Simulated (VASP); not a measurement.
TaH4:

```xyz
5
Lattice="-2.4376 2.4376 2.4732 2.4376 -2.4376 2.4732 2.4376 2.4376 -2.4732" Properties=species:S:1:pos:R:3 pbc="T T T"
Ta    0.0000    0.0000    2.4732
H     2.4376    0.0000    0.3254
H     2.4376    0.0000    2.1478
H     2.4376    0.0000    1.2366
H     0.0000    2.4376    1.2366
```

The cell was built from a structure type or drawn by symmetry, and may not be a known phase.

```yaml
Program: VASP 6.6.1
Task: relaxation of cell and atoms
Functional: PBE
Potentials_or_basis: VASP PAW PBE potentials, release 64 (Ta_pv, H)
Cutoff: 500 eV
k_mesh: 4 × 4 × 4
Occupations: gaussian, width 0.15 eV
Spin: no spin polarisation
```

At the start: pressure -16.0 GPa; volume 11.76 Å³/atom.

Task: Where does the relaxation end?

Result: Over 11 steps the energy falls by 836.3 meV/atom and the volume is 6.91 Å³/atom (-41.3 %); space group I-4m2 (No. 119, to 0.1 Å) before, I4/mmm (No. 139, to 0.1 Å).

The path:
| step | energy change (eV) | largest force (eV/Å) | pressure (GPa) | volume (Å³) |
| --- | --- | --- | --- | --- |
| 1 | 0.0000 | 1.9223 | -16.02 | 58.78 |
| 2 | -1.7337 | 0.8697 | -18.68 | 49.23 |
| 3 | -2.9639 | 0.0258 | 59.40 | 25.84 |
| 4 | -3.6384 | 0.0430 | -12.49 | 37.70 |
| 5 | -3.9645 | 0.0047 | 16.26 | 29.98 |
| 6 | -4.0429 | 0.0394 | 1.41 | 32.72 |
| 7 | -4.0515 | 0.0359 | 4.13 | 32.11 |
| 8 | -4.0493 | 0.0280 | 6.31 | 31.67 |
| 9 | -4.1272 | 0.0088 | 3.33 | 32.59 |
| 10 | -4.1556 | 0.0066 | 2.09 | 33.25 |
| 11 | -4.1813 | 0.0083 | -0.19 | 34.53 |

Final structure:
```
Ta H
1.0
    -1.77223    1.77223    2.74811
     1.77223   -1.77223    2.74811
     1.77223    1.77223   -2.74811
Ta H
1 4
Direct
  0.50000 0.50000 0.00000
  0.99805 0.49805 0.50000
  0.50195 0.00195 0.50000
  0.25000 0.75000 0.50000
  0.75000 0.25000 0.50000
```

Caveat: the k points lie up to 0.53 Å⁻¹ apart in the final cell, too coarse for converged energies and pressures of a metal; the volume moved by over 15 % at a fixed basis, so the end points are rough.
